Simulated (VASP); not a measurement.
# ReAgF6 (R-3) in VASP: single point with r2SCAN

Aim: the single point of ReAgF6 with r2SCAN.

All numbers are computed with VASP 6.6.1; they aren't measurements. Logs are shortened: lines on timing, memory, paths and dates and some standing lists are left out, and cuts for length are marked.

## Step 1: The cell of the first run

Symmetry: R-3, No. 148, trigonal system. The conventional cell has a = 6.580 Å, b = 6.580 Å, c = 6.523 Å, α = 90.00°, β = 90.00°, γ = 120.00°. F (site symmetry 1) has 1 Re at 1.87 Å and 2 Ag at 2.45 to 2.58 Å and 8 F at 2.45 to 2.57 Å within 2.6 Å. Re (site symmetry -3) has 6 F at 1.87 Å within 2.5 Å. Within 3.3 Å of Ag (site symmetry -3) lie 12 F at 2.45 to 2.58 Å and 2 Re at 3.26 Å.

## Step 2: Single point, r2SCAN

The input, POSCAR:

```
ReAgF6
1.0
    3.2898671138      1.8994071155      2.1741828631
   -3.2898671138      1.8994071155      2.1741828631
    0.0000000000     -3.7988098757      2.1741866679
F Re Ag
6 1 1
Direct
    0.2233116229      0.9302919611      0.3733039785
    0.3733039785      0.2233116229      0.9302919611
    0.9302919611      0.3733039785      0.2233116229
    0.7766883771      0.0697080389      0.6266960215
    0.6266960215      0.7766883771      0.0697080389
    0.0697080389      0.6266960215      0.7766883771
    0.0000000000      0.0000000000      0.0000000000
    0.5000000000      0.5000000000      0.5000000000
```

The input, INCAR.step1:

```
PREC     = Accurate       # precision mode
ENCUT    = 770            # plane-wave cutoff, eV
ISMEAR   = -1             # smearing method
SIGMA    = 0.1            # smearing width, eV
LREAL    = False          # projectors in reciprocal space
LASPH    = True           # aspherical terms in the spheres
NELM     = 120            # most SCF steps
NBANDS   = 48             # bands
GGA      = PE             # functional
ALGO     = Normal         # electronic algorithm
EDIFF    = 1E-5           # SCF threshold, eV
LWAVE    = True           # write WAVECAR
LCHARG   = False          # write CHGCAR
GGA_COMPAT= False
```

The input, INCAR.step2:

```
PREC     = Accurate       # precision mode
ENCUT    = 770            # plane-wave cutoff, eV
EDIFF    = 1E-6           # SCF threshold, eV
ISMEAR   = -1             # smearing method
SIGMA    = 0.1            # smearing width, eV
LREAL    = False          # projectors in reciprocal space
LASPH    = True           # aspherical terms in the spheres
NELM     = 120            # most SCF steps
ALGO     = Normal         # electronic algorithm
ISIF     = 2              # what is computed and relaxed
LWAVE    = False          # write WAVECAR
LCHARG   = True           # write CHGCAR
METAGGA  = R2SCAN         # meta-GGA
LMIXTAU  = True         
LELF     = True           # ELF
LVHAR    = True         
NBANDS   = 48             # bands
ISTART   = 1            
GGA_COMPAT= False
```

The input, KPOINTS:

```
Automatic mesh
0
Gamma
  4 4 4
```

Potentials or basis: VASP PAW PBE potentials, release 64 (F, Re_sv_GW, Ag_sv_GW).

Command:

```console
$ cat potpaw_PBE.64/F/POTCAR potpaw_PBE.64/Re_sv_GW/POTCAR potpaw_PBE.64/Ag_sv_GW/POTCAR > POTCAR
$ cp INCAR.step1 INCAR
$ mpirun -np 1 vasp_std > vasp.out
$ cp INCAR.step2 INCAR
$ mpirun -np 1 vasp_std > vasp.out
```

OUTCAR:

```text
PREC = Accurate
   ENCUT = 770
   EDIFF = 1E-6
   ISMEAR = -1
   LREAL = False
   LASPH = True
   NELM = 120
   ISIF = 2
   METAGGA = R2SCAN
   ISTART = 1

 ion  position               nearest neighbor table
   1  0.223  0.930  0.373-   7 1.87
   2  0.373  0.223  0.930-   7 1.87
   3  0.930  0.373  0.223-   7 1.87
   4  0.777  0.070  0.627-   7 1.87
   5  0.627  0.777  0.070-   7 1.87
   6  0.070  0.627  0.777-   7 1.87
   7  0.000  0.000  0.000-   1 1.87   4 1.87   3 1.87   6 1.87   5 1.87   2 1.87
   8  0.500  0.500  0.500-

  LATTYP: Found a trigonal (rhomboedric) cell.
 ALAT       =     4.3769903060
 COS(alpha) =    -0.1298883694

  Lattice vectors:

 A1 = (   3.2898671138,   1.8994071155,   2.1741828631)
 A2 = (  -3.2898671138,   1.8994071155,   2.1741828631)
 A3 = (   0.0000000000,  -3.7988098757,   2.1741866679)

Analysis of symmetry for initial positions (statically):
=====================================================================
 Subroutine PRICEL returns:
 Original cell was already a primitive cell.

 Routine SETGRP: Setting up the symmetry group for a
 trigonal (rhombohedral) supercell.

 Subroutine GETGRP returns: Found  6 space group operations
 (whereof  6 operations were pure point group operations)
 out of a pool of 12 trial point group operations.

The static configuration has the point symmetry S_6 .

Analysis of symmetry for dynamics (positions and initial velocities):
=====================================================================
 Subroutine PRICEL returns:
 Original cell was already a primitive cell.

 Routine SETGRP: Setting up the symmetry group for a
 trigonal (rhombohedral) supercell.

 Subroutine GETGRP returns: Found  6 space group operations
 (whereof  6 operations were pure point group operations)
 out of a pool of 12 trial point group operations.

The dynamic configuration has the point symmetry S_6 .

 Subroutine INISYM returns: Found  6 space group operations
 (whereof  6 operations are pure point group operations),
 and found     1 'primitive' translations

----------------------------------------------------------------------------------------

                                     Primitive cell

  volume of cell :      81.5161

  direct lattice vectors                    reciprocal lattice vectors
     3.289867114  1.899407116  2.174182863     0.151981823  0.087746849  0.153314156
    -3.289867114  1.899407116  2.174182863    -0.151981823  0.087746849  0.153314156
     0.000000000 -3.798809876  2.174186668     0.000000000 -0.175493390  0.153314332

  length of vectors
     4.376990306  4.376990306  4.376990306     0.233030501  0.233030501  0.233030501

  position of ions in fractional coordinates (direct lattice)
     0.223311623  0.930291961  0.373303978
     0.373303978  0.223311623  0.930291961
     0.930291961  0.373303978  0.223311623
     0.776688377  0.069708039  0.626696022
     0.626696022  0.776688377  0.069708039
     0.069708039  0.626696022  0.776688377
     0.000000000  0.000000000  0.000000000
     0.500000000  0.500000000  0.500000000

  ion indices of the primitive-cell ions
   primitive index   ion index
                 1           1
                 2           2
                 3           3
                 4           4
                 5           5
                 6           6
                 7           7
                 8           8

----------------------------------------------------------------------------------------

 KPOINTS: Automatic mesh

Automatic generation of k-mesh.
 Grid dimensions read from file:
 generate k-points for:    4    4    4

 Generating k-lattice:

  Cartesian coordinates                     Fractional coordinates (reciprocal lattice)
     0.037995456  0.021936712  0.038328539     0.250000000  0.000000000  0.000000000
    -0.037995456  0.021936712  0.038328539     0.000000000  0.250000000  0.000000000
     0.000000000 -0.043873347  0.038328583     0.000000000  0.000000000  0.250000000

  Length of vectors
     0.058257625  0.058257625  0.058257625

  Shift w.r.t. Gamma in fractional coordinates (k-lattice)
     0.000000000  0.000000000  0.000000000

 Subroutine IBZKPT returns following result:
 ===========================================

 Found     14 irreducible k-points:

 Following reciprocal coordinates:
            Coordinates               Weight
  0.000000  0.000000  0.000000      1.000000
  0.250000 -0.000000  0.000000      6.000000
  0.500000 -0.000000  0.000000      3.000000
  0.250000  0.250000  0.000000      6.000000
  0.500000  0.250000  0.000000      6.000000
  0.500000 -0.000000 -0.250000      6.000000
 -0.250000  0.250000  0.000000      6.000000
  0.500000  0.500000  0.000000      3.000000
  0.250000  0.250000  0.250000      2.000000
  0.500000  0.250000  0.250000      6.000000
 -0.250000  0.250000  0.250000      6.000000
  0.500000  0.500000  0.250000      6.000000
 -0.250000  0.500000  0.250000      6.000000
  0.500000  0.500000  0.500000      1.000000
   k-points           NKPTS =     14   k-points in BZ     NKDIM =     14   number of bands    NBANDS=     48
   number of dos      NEDOS =    301   number of ions     NIONS =      8
   total plane-waves  NPLWV =  64000
   dimension x,y,z NGX =    40 NGY =   40 NGZ =   40
   dimension x,y,z NGXF=    80 NGYF=   80 NGZF=   80
   ions per type =               6   1   1
   NGX,Y,Z   is equivalent  to a cutoff of  15.19, 15.19, 15.19 a.u.
   NGXF,Y,Z  is equivalent  to a cutoff of  30.39, 30.39, 30.39 a.u.
 SYSTEM =  unknown system
   PREC   = accura    normal or accurate (medium, high low for compatibility)
   ISTART =      1    job   : 0-new  1-cont  2-samecut
   ICHARG =      0    charge: 1-file 2-atom 10-const
   ISPIN  =      1    spin polarized calculation?
   LNONCOLLINEAR =      F non collinear calculations
   LSORBIT =      F    spin-orbit coupling
   LASPH  =      T    aspherical Exc in radial PAW
   ENCUT  =  770.0 eV  56.59 Ry    7.52 a.u.   9.90  9.90  9.90*2*pi/ulx,y,z
   NELM   =    120;   NELMIN=  2; NELMDL=  0     # of ELM steps
   EDIFF  = 0.1E-05   stopping-criterion for ELM
   LREAL  =      F    real-space projection
   EDIFFG = 0.1E-04   stopping-criterion for IOM
   NSW    =      0    number of steps for IOM
   IBRION =     -1    ionic relax: 0-MD 1-quasi-New 2-CG
   NFREE  =      0    steps in history (QN), initial steepest desc. (CG)
   ISIF   =      2    stress and relaxation
   ISYM   =      2    0-nonsym 1-usesym 2-fastsym
   POTIM  = 0.5000    time-step for ionic-motion
   TEBEG  =    0.0;   TEEND  =   0.0 temperature during run
   PSTRESS=    0.0 pullay stress
   NELECT =      76.0000    total number of electrons
   NUPDOWN=      -1.0000    fix difference up-down
   EMIN   =  10.00;   EMAX   =-10.00  energy-range for DOS
   EFERMI =   0.00;   METHOD = LEGACY
   ISMEAR =    -1;   SIGMA  =   0.10  broadening in eV -4-tet -1-fermi 0-gaus
   EFERMI_NEDOS =   21; number of points for ismear=-14 and -15
   IALGO  =     38    algorithm
   IMIX   =      4    mixing-type and parameters
     AMIX     =   0.40;   BMIX     =  1.00
     AMIX_MAG =   1.60;   BMIX_MAG =  1.00
  volume/ion in A,a.u.               =      10.19        68.76
  Fermi-wavevector in a.u.,A,eV,Ry     =   1.599306  3.022249 34.800691  2.557779
  Thomas-Fermi vector in A             =   2.696619
   LORBIT       =      0    0 simple, 1 ext, 2 COOP (PROOUT), +10 PAW based schemes
   METAGGA = R2SCAN    functional components
   LHFCALC =     F    Hartree Fock is set to
   AEXX    =    0.0000 exact exchange contribution
   IVDW    =     0    specifies the selected vdW correction
   LEPSILON=     F    determine dielectric tensor
   LRPA    =     F    only Hartree local field effects (RPA)
 non-spin polarized calculation
  energy-cutoff  :      770.00
  volume of cell :       81.52
 maximum number of plane-waves:      3972
   NGX = 19   NGY = 19   NGZ = 19

 number of electron      76.0000011 magnetization

 Free energy of the ion-electron system (eV)
  ---------------------------------------------------
  ext. energy  EPLUGINS =         0.00000000
  ---------------------------------------------------
  free energy    TOTEN  =      -106.68587696 eV

  energy without entropy =     -106.39266848  energy(sigma->0) =     -106.53927272

 E-fermi :   5.2663     XC(G=0): -12.4385

 val. band max:        5.2448928878   @ k =   0.5000   0.2500   0.2500
 cond. band min:       5.2687324852   @ k =   0.5000   0.5000   0.2500
 fundamental gap:      0.0238395975
 Fermi energy:         5.2662720891

 k-point     1 :       0.0000    0.0000    0.0000
  band No.  band energies     occupation
      1     -87.2449      2.00000
      2     -79.6231      2.00000
      3     -49.9960      2.00000
      4     -49.9363      2.00000
      5     -49.9363      2.00000
      6     -40.9002      2.00000
[... 40 lines left out ...]
     47      16.8977      0.00000
     48      18.9009      0.00000

 k-point     2 :       0.2500   -0.0000    0.0000
  band No.  band energies     occupation
      1     -87.2449      2.00000
      2     -79.6230      2.00000
      3     -49.9961      2.00000
      4     -49.9365      2.00000
      5     -49.9363      2.00000
      6     -40.9010      2.00000
[... 40 lines left out ...]
     47      17.3163      0.00000
     48      18.5600      0.00000

 k-point     3 :       0.5000   -0.0000    0.0000
  band No.  band energies     occupation
      1     -87.2449      2.00000
      2     -79.6230      2.00000
      3     -49.9961      2.00000
      4     -49.9367      2.00000
      5     -49.9363      2.00000
      6     -40.9019      2.00000
[... 550 lines left out ...]
     47      17.9112      0.00000
     48      18.2014      0.00000

 k-point    14 :       0.5000    0.5000    0.5000
  band No.  band energies     occupation
      1     -87.2449      2.00000
      2     -79.6230      2.00000
      3     -49.9962      2.00000
      4     -49.9368      2.00000
      5     -49.9368      2.00000
      6     -40.9043      2.00000
[... 40 lines left out ...]
     47      17.4497      0.00000
     48      17.4497      0.00000

------------------------ aborting loop because EDIFF is reached ----------------------------------------

  FORCE on cell =-STRESS in cart. coord.  units (eV):
  Direction    XX          YY          ZZ          XY          YZ          ZX
  --------------------------------------------------------------------------------------
  -------------------------------------------------------------------------------------
  Total       10.3000707     10.3000707     10.5172008     -0.0000013      0.0000001     -0.0000000
  in kB      202.4450356    202.4450356    206.7126669     -0.0000246      0.0000029     -0.0000000
  external PRESSURE =     203.8675794 kB  Pullay stress =       0.0000000 kB

 VOLUME and BASIS-vectors are now :
 -----------------------------------------------------------------------------
  energy-cutoff  :      770.00
  volume of cell :       81.52
      direct lattice vectors                 reciprocal lattice vectors
     3.289867114  1.899407116  2.174182863     0.151981823  0.087746849  0.153314156
    -3.289867114  1.899407116  2.174182863    -0.151981823  0.087746849  0.153314156
     0.000000000 -3.798809876  2.174186668     0.000000000 -0.175493390  0.153314332

 POSITION                                       TOTAL-FORCE (eV/Angst)
 -----------------------------------------------------------------------------------
     -2.32587      0.77305      3.31978         0.071189     -0.080841      0.076510
      0.49345     -2.40079      3.31978         0.034416      0.102072      0.076510
      1.83242      1.62774      3.31978        -0.105605     -0.021231      0.076510
      2.32587     -0.77305      3.20277        -0.071189      0.080841     -0.076510
     -0.49345      2.40079      3.20277        -0.034416     -0.102072     -0.076510
     -1.83242     -1.62774      3.20278         0.105605      0.021231     -0.076510
      0.00000      0.00000      0.00000         0.000000     -0.000000      0.000000
      0.00000      0.00000      3.26128         0.000000     -0.000000      0.000000
 -----------------------------------------------------------------------------------
    total drift:                               -0.000000      0.000000     -0.000000

  FREE ENERGIE OF THE ION-ELECTRON SYSTEM (eV)
  ---------------------------------------------------
  free  energy   TOTEN  =      -106.6858769555 eV

  energy  without entropy=     -106.3926684794  energy(sigma->0) =     -106.53927272
```

Wall time 3.4 min (1 thread of Intel Xeon 6975P-C (Granite Rapids), shared host); peak memory 0.33 GiB.

What came out:

| Quantity | Value |
| --- | --- |
| Free energy | -106.6859 eV |
| Pressure | 20.4 GPa |
| Largest force | 0.132 eV/Å |
| Band gap on the k mesh | zero (bands 38 and 39 overlap by 0.53 eV) |

Forces in eV/Å, atoms in the order of the input:
```
F    0.071 -0.081  0.077
F    0.034  0.102  0.077
F   -0.106 -0.021  0.077
F   -0.071  0.081 -0.077
F   -0.034 -0.102 -0.077
F    0.106  0.021 -0.077
Re   0.000  0.000  0.000
Ag   0.000  0.000  0.000
```

Stress tensor (GPa, compression positive):
```
20.24  0.00  0.00
 0.00 20.24  0.00
 0.00  0.00 20.67
```

Levels at points of the mesh, in eV from the Fermi level:
```csv
k point,band 35,band 36,band 37,band 38,band 39,band 40
"(0.00, 0.00, 0.00)",-2.12,-2.02,-2.02,0.29,0.33,0.33
"(0.50, 0.00, 0.00)",-2.12,-1.95,-1.87,0.03,0.08,0.24
"(0.50, 0.50, 0.00)",-2.30,-2.20,-2.10,-0.24,0.18,0.28
"(0.50, 0.50, 0.50)",-2.49,-1.97,-1.97,-0.24,-0.24,-0.08
```

Caveat: the k points lie up to 0.37 Å⁻¹ apart, too coarse for converged energies and pressures of a metal; the PAW data sets were made with another functional, which shifts forces and pressure a little; spin-orbit coupling is left out, which moves the levels of the heavy elements.

The gap in the log of VASP goes by the Fermi energy; the results here count the filled bands.